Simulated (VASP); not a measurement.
# InSe (P-6m2) in VASP: a series of runs

Runs on InSe. Level: LDA. Tasks: single point.

Everything below comes from runs of VASP 6.6.1. Logs are shortened: lines on timing, memory, paths and dates and some standing lists are left out, and cuts for length are marked.

**1. The cell of the first run**

Symmetry: P-6m2, No. 187, hexagonal system. Conventional cell: a = 4.047 Å, b = 4.047 Å, c = 18.052 Å, α = 90.00°, β = 90.00°, γ = 120.00°. In (site symmetry 3m) has 3 Se at 2.65 Å and 1 In at 2.79 Å within 3.5 Å. In (site symmetry 3m) has 3 Se at 2.65 Å and 1 In at 2.79 Å within 3.5 Å. Se (site symmetry 3m) has 3 In at 2.65 Å within 3.5 Å. Within 3.5 Å of Se (site symmetry 3m) lie 3 In at 2.65 Å.

**2. Single point, LDA**

File INCAR:

```
SYSTEM = InSe
PREC     = Accurate       ! precision mode
ENCUT    = 500            ! plane-wave cutoff, eV
EDIFF    = 1E-6           ! SCF threshold, eV
ISMEAR   = 0              ! smearing method
SIGMA    = 0.1            ! smearing width, eV
LREAL    = .False.        ! projectors in reciprocal space
LASPH    = .True.         ! aspherical terms in the spheres
NELM     = 120            ! most SCF steps
ALGO     = Normal         ! electronic algorithm
ISIF     = 2              ! what is computed and relaxed
LWAVE    = .False.        ! write WAVECAR
LCHARG   = .False.        ! write CHGCAR
NBANDS   = 48             ! bands
GGA_COMPAT= .False.
```

File KPOINTS:

```
regular mesh
0
Gamma
  6 6 1
  0 0 0
```

File POSCAR:

```
InSe
1.0
    4.0473293200      0.0000000000      0.0000000000
   -2.0236646600      3.5050900000      0.0000000000
    0.0000000000      0.0000000000     18.0520649100
In Se
4 4
Direct
    0.0000000000      0.0000000000      0.5773936800
    0.0000000000      0.0000000000      0.4226063200
    0.3333333300      0.6666666700      0.9226095100
    0.3333333300      0.6666666700      0.0773904900
    0.6666666700      0.3333333300      0.8530000700
    0.6666666700      0.3333333300      0.1469999300
    0.3333333300      0.6666666700      0.6470157200
    0.3333333300      0.6666666700      0.3529842800
```

Potentials or basis: VASP PAW LDA potentials, release 64 (In_d, Se).

Run with:

```sh
$ cat potpaw_LDA.64/In_d/POTCAR potpaw_LDA.64/Se/POTCAR > POTCAR
$ mpirun -np 1 vasp_std > vasp.out
```

OUTCAR:

```text
SYSTEM = InSe
   PREC = Accurate
   ENCUT = 500
   EDIFF = 1E-6
   ISMEAR = 0
   LREAL = .False.
   LASPH = .True.
   NELM = 120
   ISIF = 2

 ion  position               nearest neighbor table
   1  0.000  0.000  0.577-   7 2.65   7 2.65   7 2.65   2 2.79
   2  0.000  0.000  0.423-   8 2.65   8 2.65   8 2.65   1 2.79
   3  0.333  0.667  0.923-   5 2.65   5 2.65   5 2.65   4 2.79
   4  0.333  0.667  0.077-   6 2.65   6 2.65   6 2.65   3 2.79
   5  0.667  0.333  0.853-   3 2.65   3 2.65   3 2.65
   6  0.667  0.333  0.147-   4 2.65   4 2.65   4 2.65
   7  0.333  0.667  0.647-   1 2.65   1 2.65   1 2.65
   8  0.333  0.667  0.353-   2 2.65   2 2.65   2 2.65

  LATTYP: Found a hexagonal cell.
 ALAT       =     4.0473293200
 C/A-ratio  =     4.4602411820

  Lattice vectors:

 A1 = (   4.0473293200,   0.0000000000,   0.0000000000)
 A2 = (  -2.0236646600,   3.5050900000,   0.0000000000)
 A3 = (   0.0000000000,   0.0000000000,  18.0520649100)

Analysis of symmetry for initial positions (statically):
=====================================================================
 Subroutine PRICEL returns:
 Original cell was already a primitive cell.

 Routine SETGRP: Setting up the symmetry group for a
 hexagonal supercell.

 Subroutine GETGRP returns: Found 12 space group operations
 (whereof 12 operations were pure point group operations)
 out of a pool of 24 trial point group operations.

The static configuration has the point symmetry D_3h.

Analysis of symmetry for dynamics (positions and initial velocities):
=====================================================================
 Subroutine PRICEL returns:
 Original cell was already a primitive cell.

 Routine SETGRP: Setting up the symmetry group for a
 hexagonal supercell.

 Subroutine GETGRP returns: Found 12 space group operations
 (whereof 12 operations were pure point group operations)
 out of a pool of 24 trial point group operations.

The dynamic configuration has the point symmetry D_3h.

 Subroutine INISYM returns: Found 12 space group operations
 (whereof 12 operations are pure point group operations),
 and found     1 'primitive' translations

----------------------------------------------------------------------------------------

                                     Primitive cell

  volume of cell :     256.0912

  direct lattice vectors                    reciprocal lattice vectors
     4.047329320  0.000000000  0.000000000     0.247076509  0.142649689  0.000000000
    -2.023664660  3.505090000  0.000000000     0.000000000  0.285299379  0.000000000
     0.000000000  0.000000000 18.052064910     0.000000000  0.000000000  0.055395325

  length of vectors
     4.047329320  4.047329313 18.052064910     0.285299378  0.285299379  0.055395325

  position of ions in fractional coordinates (direct lattice)
     0.000000000  0.000000000  0.577393680
     0.000000000  0.000000000  0.422606320
     0.333333330  0.666666670  0.922609510
     0.333333330  0.666666670  0.077390490
     0.666666670  0.333333330  0.853000070
     0.666666670  0.333333330  0.146999930
     0.333333330  0.666666670  0.647015720
     0.333333330  0.666666670  0.352984280

  ion indices of the primitive-cell ions
   primitive index   ion index
                 1           1
                 2           2
                 3           3
                 4           4
                 5           5
                 6           6
                 7           7
                 8           8

----------------------------------------------------------------------------------------

 KPOINTS: regular mesh

Automatic generation of k-mesh.
 Grid dimensions read from file:
 generate k-points for:    6    6    1

 Generating k-lattice:

  Cartesian coordinates                     Fractional coordinates (reciprocal lattice)
     0.041179418  0.023774948  0.000000000     0.166666667 -0.000000000  0.000000000
     0.000000000  0.047549896  0.000000000     0.000000000  0.166666667  0.000000000
     0.000000000  0.000000000  0.055395325     0.000000000  0.000000000  1.000000000

  Length of vectors
     0.047549896  0.047549896  0.055395325

  Shift w.r.t. Gamma in fractional coordinates (k-lattice)
     0.000000000  0.000000000  0.000000000

 Subroutine IBZKPT returns following result:
 ===========================================

 Found      7 irreducible k-points:

 Following reciprocal coordinates:
            Coordinates               Weight
  0.000000  0.000000  0.000000      1.000000
  0.166667  0.000000  0.000000      6.000000
  0.333333  0.000000  0.000000      6.000000
  0.500000  0.000000  0.000000      3.000000
  0.166667  0.166667  0.000000      6.000000
  0.333333  0.166667  0.000000     12.000000
  0.333333  0.333333  0.000000      2.000000
   k-points           NKPTS =      7   k-points in BZ     NKDIM =      7   number of bands    NBANDS=     48
   number of dos      NEDOS =    301   number of ions     NIONS =      8
   total plane-waves  NPLWV = 126000
   dimension x,y,z NGX =    30 NGY =   30 NGZ =  140
   dimension x,y,z NGXF=    60 NGYF=   60 NGZF=  280
   ions per type =               4   4
   NGX,Y,Z   is equivalent  to a cutoff of  12.32, 12.32, 12.89 a.u.
   NGXF,Y,Z  is equivalent  to a cutoff of  24.65, 24.65, 25.79 a.u.
 SYSTEM =  InSe
   PREC   = accura    normal or accurate (medium, high low for compatibility)
   ISTART =      0    job   : 0-new  1-cont  2-samecut
   ICHARG =      2    charge: 1-file 2-atom 10-const
   ISPIN  =      1    spin polarized calculation?
   LNONCOLLINEAR =      F non collinear calculations
   LSORBIT =      F    spin-orbit coupling
   LASPH  =      T    aspherical Exc in radial PAW
   ENCUT  =  500.0 eV  36.75 Ry    6.06 a.u.   7.38  7.38 32.91*2*pi/ulx,y,z
   NELM   =    120;   NELMIN=  2; NELMDL= -5     # of ELM steps
   EDIFF  = 0.1E-05   stopping-criterion for ELM
   LREAL  =      F    real-space projection
   EDIFFG = 0.1E-04   stopping-criterion for IOM
   NSW    =      0    number of steps for IOM
   IBRION =     -1    ionic relax: 0-MD 1-quasi-New 2-CG
   NFREE  =      0    steps in history (QN), initial steepest desc. (CG)
   ISIF   =      2    stress and relaxation
   ISYM   =      2    0-nonsym 1-usesym 2-fastsym
   POTIM  = 0.5000    time-step for ionic-motion
   TEBEG  =    0.0;   TEEND  =   0.0 temperature during run
   PSTRESS=    0.0 pullay stress
   NELECT =      76.0000    total number of electrons
   NUPDOWN=      -1.0000    fix difference up-down
   EMIN   =  10.00;   EMAX   =-10.00  energy-range for DOS
   EFERMI =   0.00;   METHOD = LEGACY
   ISMEAR =     0;   SIGMA  =   0.10  broadening in eV -4-tet -1-fermi 0-gaus
   EFERMI_NEDOS =   21; number of points for ismear=-14 and -15
   IALGO  =     38    algorithm
   IMIX   =      4    mixing-type and parameters
     AMIX     =   0.40;   BMIX     =  1.00
     AMIX_MAG =   1.60;   BMIX_MAG =  1.00
  volume/ion in A,a.u.               =      32.01       216.02
  Fermi-wavevector in a.u.,A,eV,Ry     =   1.091980  2.063542 16.223849  1.192419
  Thomas-Fermi vector in A             =   2.228236
   LORBIT       =      0    0 simple, 1 ext, 2 COOP (PROOUT), +10 PAW based schemes
   GGA     = CA    functional components
   LHFCALC =     F    Hartree Fock is set to
   AEXX    =    0.0000 exact exchange contribution
   IVDW    =     0    specifies the selected vdW correction
   LEPSILON=     F    determine dielectric tensor
   LRPA    =     F    only Hartree local field effects (RPA)
 non-spin polarized calculation
 Gauss-broadening in eV      SIGMA  =   0.10
  energy-cutoff  :      500.00
  volume of cell :      256.09
 maximum number of plane-waves:      6563
 NGX is ok and might be reduce to    30
   NGX = 15   NGY = 15   NGZ = 65

 number of electron      76.0000018 magnetization

 Free energy of the ion-electron system (eV)
  ---------------------------------------------------
  ext. energy  EPLUGINS =         0.00000000
  ---------------------------------------------------
  free energy    TOTEN  =       -33.10552376 eV

  energy without entropy =      -33.10551905  energy(sigma->0) =      -33.10552140

 E-fermi :   3.1172     XC(G=0):  -8.7779

 val. band max:        2.8622440319   @ k =   0.0000   0.0000   0.0000
 cond. band min:       3.3721764247   @ k =   0.0000   0.0000   0.0000
 fundamental gap:      0.5099323927
 Fermi energy:         3.1172244723

 k-point     1 :       0.0000    0.0000    0.0000
  band No.  band energies     occupation
      1     -11.6301      2.00000
      2     -11.6243      2.00000
      3     -11.4384      2.00000
      4     -11.4384      2.00000
      5     -11.4328      2.00000
      6     -11.4328      2.00000
[... 40 lines left out ...]
     47       8.4793      0.00000
     48       8.4851      0.00000

 k-point     2 :       0.1667    0.0000    0.0000
  band No.  band energies     occupation
      1     -11.6348      2.00000
      2     -11.6291      2.00000
      3     -11.5173      2.00000
      4     -11.5111      2.00000
      5     -11.4577      2.00000
      6     -11.4512      2.00000
[... 40 lines left out ...]
     47       7.5209      0.00000
     48       7.6633      0.00000

 k-point     3 :       0.3333    0.0000    0.0000
  band No.  band energies     occupation
      1     -11.7044      2.00000
      2     -11.6982      2.00000
      3     -11.5968      2.00000
      4     -11.5902      2.00000
      5     -11.5664      2.00000
      6     -11.5606      2.00000
[... 40 lines left out ...]
     47       7.5645      0.00000
     48       7.6973      0.00000

 k-point     4 :       0.5000    0.0000    0.0000
  band No.  band energies     occupation
      1     -11.7516      2.00000
      2     -11.7457      2.00000
      3     -11.6502      2.00000
      4     -11.6443      2.00000
      5     -11.5655      2.00000
      6     -11.5597      2.00000
[... 40 lines left out ...]
     47       7.4952      0.00000
     48       7.6813      0.00000

 k-point     5 :       0.1667    0.1667    0.0000
  band No.  band energies     occupation
      1     -11.6768      2.00000
      2     -11.6708      2.00000
      3     -11.5641      2.00000
      4     -11.5636      2.00000
      5     -11.5582      2.00000
      6     -11.5569      2.00000
[... 40 lines left out ...]
     47       7.4876      0.00000
     48       7.6628      0.00000

 k-point     6 :       0.3333    0.1667    0.0000
  band No.  band energies     occupation
      1     -11.7403      2.00000
      2     -11.7345      2.00000
      3     -11.6428      2.00000
      4     -11.6368      2.00000
      5     -11.5663      2.00000
      6     -11.5605      2.00000
[... 40 lines left out ...]
     47       7.5273      0.00000
     48       7.6141      0.00000

 k-point     7 :       0.3333    0.3333    0.0000
  band No.  band energies     occupation
      1     -11.7515      2.00000
      2     -11.7460      2.00000
      3     -11.6597      2.00000
      4     -11.6542      2.00000
      5     -11.5650      2.00000
      6     -11.5592      2.00000
[... 40 lines left out ...]
     47       8.6128      0.00000
     48       8.6271      0.00000

------------------------ aborting loop because EDIFF is reached ----------------------------------------

  FORCE on cell =-STRESS in cart. coord.  units (eV):
  Direction    XX          YY          ZZ          XY          YZ          ZX
  --------------------------------------------------------------------------------------
  -------------------------------------------------------------------------------------
  Total       -3.5762578     -3.5762578     -3.2292236      0.0000000     -0.0000000      0.0000000
  in kB      -22.3740598    -22.3740597    -20.2029176      0.0000000     -0.0000000      0.0000000
  external PRESSURE =     -21.6503457 kB  Pullay stress =       0.0000000 kB

 VOLUME and BASIS-vectors are now :
 -----------------------------------------------------------------------------
  energy-cutoff  :      500.00
  volume of cell :      256.09
      direct lattice vectors                 reciprocal lattice vectors
     4.047329320  0.000000000  0.000000000     0.247076509  0.142649689  0.000000000
    -2.023664660  3.505090000  0.000000000     0.000000000  0.285299379  0.000000000
     0.000000000  0.000000000 18.052064910     0.000000000  0.000000000  0.055395325

 POSITION                                       TOTAL-FORCE (eV/Angst)
 -----------------------------------------------------------------------------------
      0.00000      0.00000     10.42315        -0.000000     -0.000000     -0.034472
      0.00000      0.00000      7.62892        -0.000000     -0.000000      0.034472
     -0.00000      2.33673     16.65501         0.000000     -0.000000      0.035760
     -0.00000      2.33673      1.39706         0.000000     -0.000000     -0.035760
      2.02366      1.16836     15.39841         0.000000      0.000000      0.128332
      2.02366      1.16836      2.65365         0.000000     -0.000000     -0.128332
     -0.00000      2.33673     11.67997        -0.000000      0.000000     -0.127835
     -0.00000      2.33673      6.37210        -0.000000      0.000000      0.127835
 -----------------------------------------------------------------------------------
    total drift:                                0.000017     -0.000010      0.000000

  FREE ENERGIE OF THE ION-ELECTRON SYSTEM (eV)
  ---------------------------------------------------
  free  energy   TOTEN  =       -33.1055237601 eV

  energy  without entropy=      -33.1055190461  energy(sigma->0) =      -33.10552140
```

Wall time 2.7 min (1 thread of Oxide Virtual Turin-like, shared host); peak memory 0.26 GiB.

What came out:

| Quantity | Value |
| --- | --- |
| Free energy | -33.1055 eV |
| Pressure | -2.2 GPa |
| Largest force | 0.128 eV/Å |
| Band gap on the k mesh | 0.51 eV |

Forces in eV/Å, atoms in the order of the input:
```
In   0.000  0.000 -0.034
In   0.000  0.000  0.034
In   0.000  0.000  0.036
In   0.000  0.000 -0.036
Se   0.000  0.000  0.128
Se   0.000  0.000 -0.128
Se   0.000  0.000 -0.128
Se   0.000  0.000  0.128
```

Caveat: spin-orbit coupling is left out, which moves the levels of the heavy elements.

**3. Single point, LDA**

This run uses another cell than the first one, of 27.80 Å³/atom.

File INCAR:

```
PREC = Accurate ; ENCUT = 500
EDIFF = 1E-6 ; ISMEAR = 0
SIGMA = 0.02 ; LREAL = F
LASPH = T ; NELM = 120
ALGO = Normal ; ISIF = 2
LWAVE = F ; LCHARG = F
NBANDS = 48 ; GGA_COMPAT = F
```

File KPOINTS:

```
Automatic mesh
0
Gamma
  12 12 2
```

File POSCAR:

```
InSe
1.0
    3.9721321500      0.0000000000      0.0000000000
   -1.9860660750      3.4399673491      0.0000000000
    0.0000000000      0.0000000000     16.2751042124
In Se
4 4
Direct
    0.0000000000      0.0000000000      0.5842353753
    0.0000000000      0.0000000000      0.4157646247
    0.3333333333      0.6666666667      0.9157606525
    0.3333333333      0.6666666667      0.0842393475
    0.6666666667      0.3333333333      0.8378244892
    0.6666666667      0.3333333333      0.1621755108
    0.3333333333      0.6666666667      0.6621025010
    0.3333333333      0.6666666667      0.3378974990
```

Potentials or basis: VASP PAW LDA potentials, release 64 (In_d, Se).

Run with:

```sh
$ cat potpaw_LDA.64/In_d/POTCAR potpaw_LDA.64/Se/POTCAR > POTCAR
$ mpirun -np 1 vasp_std > vasp.out
```

Run time: 12 min. Hardware: 1 thread of Oxide Virtual Turin-like, shared host; peak memory 0.4 GiB.

The run converged. Its results:

```
Free energy            : -33.3409 eV
Pressure               : 0.1 GPa
Largest force          : 0.030 eV/Å
Band gap on the k mesh : 0.20 eV
```

Forces in eV/Å, atoms in the order of the input:
```
In   0.000  0.000 -0.013
In   0.000  0.000  0.013
In   0.000  0.000  0.013
In   0.000  0.000 -0.013
Se   0.000  0.000 -0.030
Se   0.000  0.000  0.030
Se   0.000  0.000  0.030
Se   0.000  0.000 -0.030
```

Levels at points of the mesh, in eV from the valence-band top:
```csv
k point,band 36,band 37,band 38,band 39,band 40,band 41
"(0.00, 0.00, 0.00)",-1.22,-1.22,0.00,0.20,1.71,1.91
"(0.50, 0.00, 0.00)",-2.14,-2.05,-1.74,1.09,1.15,1.63
"(0.00, 0.00, 0.50)",-1.25,-1.10,-1.05,1.10,1.20,1.96
"(0.50, 0.00, 0.50)",-2.23,-1.86,-1.67,0.94,1.04,1.60
```

Caveat: spin-orbit coupling is left out, which moves the levels of the heavy elements.
